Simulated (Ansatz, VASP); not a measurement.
# I in VASP and in Ansatz

File INCAR:

```
ALGO     = Normal         # electronic algorithm
EDIFF    = 1E-6           # SCF threshold, eV
ENCUT    = 520            # plane-wave cutoff, eV
GGA      = CA             # functional
ISIF     = 2              # what is computed and relaxed
ISMEAR   = -1             # smearing method
LASPH    = True           # aspherical terms in the spheres
LCHARG   = True           # write CHGCAR
LELF     = True           # ELF
LREAL    = False          # projectors in reciprocal space
LVHAR    = True         
LWAVE    = False          # write WAVECAR
NBANDS   = 22             # bands
NELM     = 80             # most SCF steps
PREC     = Accurate       # precision mode
SIGMA    = 0.05           # smearing width, eV
```

Contents of KPOINTS:

```
k-points
0
Gamma
  7 7 3
```

Contents of POSCAR:

```
I
1.0
    3.5608297907     -2.3461283221      0.0000000000
    3.5608297907      2.3461283221      0.0000000000
    0.0000000000      0.0000000000      9.5935177805
I
4
Direct
    0.6493000000      0.3507000000      0.3844000000
    0.1493000000      0.8507000000      0.1156000000
    0.3507000000      0.6493000000      0.6156000000
    0.8507000000      0.1493000000      0.8844000000
```

Contents of input.yaml:

```yaml
crystal:
  lattice:
    - [3.5608297907, -2.3461283221, 0.0]
    - [3.5608297907, 2.3461283221, 0.0]
    - [0.0, 0.0, 9.5935177805]
  atoms:
    - { symbol: I, position: [0.6493, 0.3507, 0.3844] }
    - { symbol: I, position: [0.1493, 0.8507, 0.1156] }
    - { symbol: I, position: [0.3507, 0.6493, 0.6156] }
    - { symbol: I, position: [0.8507, 0.1493, 0.8844] }
hamiltonian:
  xc: lda
  pseudopotentials: { kind: paw }
kpoints:
  mp_grid: { grid: [7, 7, 3] }
scf:
  occupations: { method: fermi_dirac, width: 0.05 }
output:
  forces: true
  stress: true
  eigenvalues: true
```

Alike in both runs: task single point; functional LDA; k mesh 7 × 7 × 3; occupations fermi-dirac, width 0.05 eV; no spin polarisation.

|  | VASP | Ansatz |
| --- | --- | --- |
| version | VASP 6.6.1 | Ansatz 0.2.0 |
| potentials or method | VASP PAW LDA potentials, release 64 (I) | Ansatz PAW |
| plane-wave cutoff (eV) | 520 | 420 |
| valence electrons in the cell | 28 | 68 |

```csv
,VASP,Ansatz,Ansatz less VASP
gap on the k mesh at the Fermi level (eV),1.36,1.35,-0.007
least direct gap on the mesh (eV),1.49,1.48,-0.005
pressure (GPa),0.8,0.8,-0.01
"traceless stress, the component that is largest in VASP (GPa)",2.03,2.00,-0.025
rms of the force components (eV/Å),0.759,0.757,-0.0018
```

LDA's correlation is that of Perdew and Zunger in VASP and of Perdew and Wang (1992) in Ansatz. Atom by atom the forces differ by 0.002 eV/Å (rms over components). VASP's potentials hold 28 valence electrons a cell and Ansatz's 68, so a difference there can come from the potentials and not from the codes.

Spin-orbit coupling is off throughout. Noted on Ansatz's run: odd divisions of the mesh miss points on the zone boundary, where band edges often lie, so the gap on the mesh can be too wide.
